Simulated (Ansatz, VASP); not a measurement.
Two plane-wave programs on Si3N4

Contents of INCAR:

```
SYSTEM = Si3N4
PREC = Accurate
ENCUT = 520
EDIFF = 1E-7
ISMEAR = 0
SIGMA = 0.02
LREAL = .FALSE.
LASPH = .TRUE.
NELM = 100
ALGO = Normal
ISIF = 2
LWAVE = .FALSE.
LCHARG = .TRUE.
GGA = CA
LELF = .TRUE.
LVHAR = .TRUE.
NBANDS = 45
```

The input KPOINTS:

```
regular mesh
0
G
  6 6 8
  0 0 0
```

The input POSCAR:

```
Si3N4
1.0
    7.6192367481      0.0000000000      0.0000000000
   -3.8096183740      6.5984525813      0.0000000000
    0.0000000000      0.0000000000      2.9112990899
Si N
6 8
Direct
    0.7678317162      0.1740753499      0.3256285714
    0.5937563663      0.7678317162      0.8256285714
    0.8259246501      0.5937563663      0.3256285714
    0.2321682838      0.8259246501      0.8256285714
    0.4062436337      0.2321682838      0.3256285714
    0.1740753499      0.4062436337      0.8256285714
    0.0298827494      0.3299417877      0.3256285714
    0.6999409617      0.0298827494      0.8256285714
    0.6700582123      0.6999409617      0.3256285714
    0.9701172506      0.6700582123      0.8256285714
    0.3000590383      0.9701172506      0.3256285714
    0.3299417877      0.3000590383      0.8256285714
    0.3333333333      0.6666666667     -0.1743714286
    0.6666666667      0.3333333333      0.3256285714
```

Input for Ansatz:

```yaml
crystal:
  lattice:
    - [7.6192367481, 0.0, 0.0]
    - [-3.809618374, 6.5984525813, 0.0]
    - [0.0, 0.0, 2.9112990899]
  atoms:
    - { symbol: Si, position: [0.7678317162, 0.1740753499, 0.3256285714] }
    - { symbol: Si, position: [0.5937563663, 0.7678317162, 0.8256285714] }
    - { symbol: Si, position: [0.8259246501, 0.5937563663, 0.3256285714] }
    - { symbol: Si, position: [0.2321682838, 0.8259246501, 0.8256285714] }
    - { symbol: Si, position: [0.4062436337, 0.2321682838, 0.3256285714] }
    - { symbol: Si, position: [0.1740753499, 0.4062436337, 0.8256285714] }
    - { symbol: "N", position: [0.0298827494, 0.3299417877, 0.3256285714] }
    - { symbol: "N", position: [0.6999409617, 0.0298827494, 0.8256285714] }
    - { symbol: "N", position: [0.6700582123, 0.6999409617, 0.3256285714] }
    - { symbol: "N", position: [0.9701172506, 0.6700582123, 0.8256285714] }
    - { symbol: "N", position: [0.3000590383, 0.9701172506, 0.3256285714] }
    - { symbol: "N", position: [0.3299417877, 0.3000590383, 0.8256285714] }
    - { symbol: "N", position: [0.3333333333, 0.6666666667, -0.1743714286] }
    - { symbol: "N", position: [0.6666666667, 0.3333333333, 0.3256285714] }
basis:
  ecutwfc: 420
kpoints:
  mp_grid: { grid: [6, 6, 8] }
  band_path:
    path:
      - [[0.0, 0.0, 0.0], [0.5, 0.0, 0.0], [0.33333333, 0.33333333, 0.0], [0.0, 0.0, 0.0], [0.0, 0.0, 0.5], [0.5, 0.0, 0.5], [0.33333333, 0.33333333, 0.5], [0.0, 0.0, 0.5]]
      - [[0.5, 0.0, 0.5], [0.5, 0.0, 0.0]]
      - [[0.33333333, 0.33333333, 0.5], [0.33333333, 0.33333333, 0.0]]
    npoints: 10
hamiltonian:
  xc: lda
scf:
  occupations: { method: gaussian, width: 0.02 }
  n_extra_bands: 35
output:
  forces: true
  stress: true
  eigenvalues: true
  populations: true
  dos: { projected: true, de: 0.02, nscf_kmesh: { grid: [9, 9, 12] } }
  bader: false
  write_density: true
  write_potential: true
  elf: true
  volumetric_format: npy
```

Alike in both runs: task single point; functional LDA; k mesh 6 × 6 × 8; occupations gaussian, width 0.02 eV; no spin polarisation.

|  | VASP | Ansatz |
| --- | --- | --- |
| version | VASP 6.6.1 | Ansatz 0.2.0 |
| potentials or method | VASP PAW LDA potentials, release 64 (Si, N), cutoff 520 eV | scalar-relativistic, plane waves, PAW |
| valence electrons in the cell | 64 | 64 |

```tsv
	VASP	Ansatz	Ansatz less VASP
gap on the k mesh at the Fermi level (eV)	4.14	4.16	+0.020
least direct gap on the mesh (eV)	4.33	4.35	+0.019
pressure (GPa)	-4.3	-4.7	-0.38
traceless stress, the component that is largest in VASP (GPa)	-0.42	-0.42	+0.006
rms of the force components (eV/Å)	0.011	0.013	+0.0017
```

LDA's correlation is that of Perdew and Zunger in VASP and of Perdew and Wang (1992) in Ansatz. Atom by atom the forces differ by 0.002 eV/Å (rms over components).
